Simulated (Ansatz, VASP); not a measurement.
## CO2 in VASP and in Ansatz

INCAR

```
PREC = Accurate
ENCUT = 600
EDIFF = 1E-6
ISMEAR = 0
SIGMA = 0.01
LREAL = F
LASPH = T
NELM = 60
ALGO = Normal
ISIF = 3
LWAVE = F
LCHARG = F
GGA = CA
IBRION = 2
NSW = 80
EDIFFG = -0.03
```

Contents of KPOINTS:

```
Automatic mesh
0
Gamma
  5 5 5
```

The input POSCAR:

```
CO2
1.0
    3.5161000000      0.0000000000      0.0000000000
    0.0000000000      3.5161000000      0.0000000000
    0.0000000000      0.0000000000      4.1043000000
C O
2 4
Direct
    0.0000000000      0.0000000000      0.0000000000
    0.5000000000      0.5000000000      0.5000000000
    0.2300000000      0.2300000000      0.0000000000
    0.2700000000      0.7300000000      0.5000000000
    0.7700000000      0.7700000000      0.0000000000
    0.7300000000      0.2700000000      0.5000000000
```

Input for Ansatz:

```yaml
crystal:
  lattice:
    - [3.5161, 0.0, 0.0]
    - [0.0, 3.5161, 0.0]
    - [0.0, 0.0, 4.1043]
  atoms:
    - { symbol: C, position: [0.0, 0.0, 0.0] }
    - { symbol: C, position: [0.5, 0.5, 0.5] }
    - { symbol: O, position: [0.23, 0.23, 0.0] }
    - { symbol: O, position: [0.27, 0.73, 0.5] }
    - { symbol: O, position: [0.77, 0.77, 0.0] }
    - { symbol: O, position: [0.73, 0.27, 0.5] }
kpoints:
  mp_grid:
    grid: [5, 5, 5]
    shift: [0.0, 0.0, 0.0]
hamiltonian:
  xc: lda
  dispersion: none
scf:
  occupations:
    method: fixed
relax:
  f_tol: 0.03
  cell: {}
```

Alike in both runs: task relaxation of cell and atoms; functional LDA; k mesh 5 × 5 × 5; no spin polarisation.

```csv
,VASP,Ansatz
version,VASP 6.6.1,Ansatz 0.2.0
potentials or method,"VASP PAW LDA potentials, release 64 (C, O)","plane waves, PAW"
plane-wave cutoff (eV),600,420
occupations,"gaussian, width 0.01 eV",fixed
valence electrons in the cell,32,32
```

Ansatz gave:

* relaxed volume (Å³/atom): 12.29
* relaxed cell length with the largest relative difference (Å): 4.109

Question: Which values does VASP return?

Answer: Relaxed volume (Å³/atom): 11.75; relaxed cell length with the largest relative difference (Å): 3.961.

LDA's correlation is that of Perdew and Zunger in VASP and of Perdew and Wang (1992) in Ansatz.

Noted on VASP's run: the standard files for N, O and F lose accuracy on very short bonds; the volume moved by over 15 % at a fixed basis, so the end points are rough.
